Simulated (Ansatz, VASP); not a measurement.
**One calculation of CdF2, two programs**

The input INCAR:

```
SYSTEM = CdF2
  PREC = Accurate
  ENCUT = 700
  EDIFF = 1E-6
  ISMEAR = -1
  SIGMA = 0.02
  LREAL = .False.
  LASPH = .True.
  NELM = 120
  ALGO = Normal
  ISIF = 2
  LWAVE = .False.
  LCHARG = .True.
  GGA = PE
  LELF = .True.
  LVHAR = .True.
  NBANDS = 24
  GGA_COMPAT = .False.
```

File KPOINTS:

```
regular mesh
0
Gamma
  8 8 8
  0 0 0
```

Contents of POSCAR:

```
CdF2
1.0
    0.1631095830      2.7611051209      2.7611051209
    2.7611051209      0.1631095830      2.7611051209
    2.7611051209      2.7611051209      0.1631095830
Cd F
1 2
Direct
    0.0000000000      0.0000000000      0.0000000000
    0.2472295944      0.2472295944      0.2472295944
    0.7527704056      0.7527704056      0.7527704056
```

Input for Ansatz:

```yaml
crystal:
  lattice:
    - [0.163109583, 2.7611051209, 2.7611051209]
    - [2.7611051209, 0.163109583, 2.7611051209]
    - [2.7611051209, 2.7611051209, 0.163109583]
  atoms:
    - { symbol: Cd, position: [0.0, 0.0, 0.0] }
    - { symbol: F, position: [0.2472295944, 0.2472295944, 0.2472295944] }
    - { symbol: F, position: [0.7527704056, 0.7527704056, 0.7527704056] }
kpoints:
  mp_grid: { grid: [8, 8, 8] }
  band_path:
    path:
      - [0.0, 0.0, 0.0]
      - [0.5, 0.0, 0.5]
      - [0.625, 0.25, 0.625]
      - [0.375, 0.375, 0.75]
      - [0.5, 0.5, 0.5]
      - [0.5, 0.25, 0.75]
      - [0.265625, -0.5, -0.270833]
    npoints: 1
hamiltonian:
  xc: pbe
scf:
  occupations: { method: fermi_dirac, width: 0.02 }
  n_extra_bands: 4
output:
  forces: true
  stress: true
  eigenvalues: true
```

Change from the starting cell: epitaxial_111 strain -3.6%.

Alike in both runs: task single point; functional PBE; k mesh 8 × 8 × 8; occupations fermi-dirac, width 0.02 eV; no spin polarisation.

|  | VASP | Ansatz |
| --- | --- | --- |
| version | VASP 6.6.1 | Ansatz 0.2.0 |
| potentials or method | VASP PAW PBE potentials, release 64 (Cd_sv_GW, F) | plane waves, PAW |
| plane-wave cutoff (eV) | 700 | 420 |
| valence electrons in the cell | 34 | 34 |

|  | VASP | Ansatz | Ansatz less VASP |
| --- | --- | --- | --- |
| gap on the k mesh at the Fermi level (eV) | 3.17 | 3.18 | +0.012 |
| pressure (GPa) | 7.9 | 8.3 | +0.41 |
| traceless stress, the component that is largest in VASP (GPa) | -1.37 | -1.32 | +0.049 |
| rms of the force components (eV/Å) | 0.019 | 0.017 | -0.0018 |

Atom by atom the forces differ by 0.002 eV/Å (rms over components). With one functional, cell and mesh, what is left measures potentials, basis and numerics.
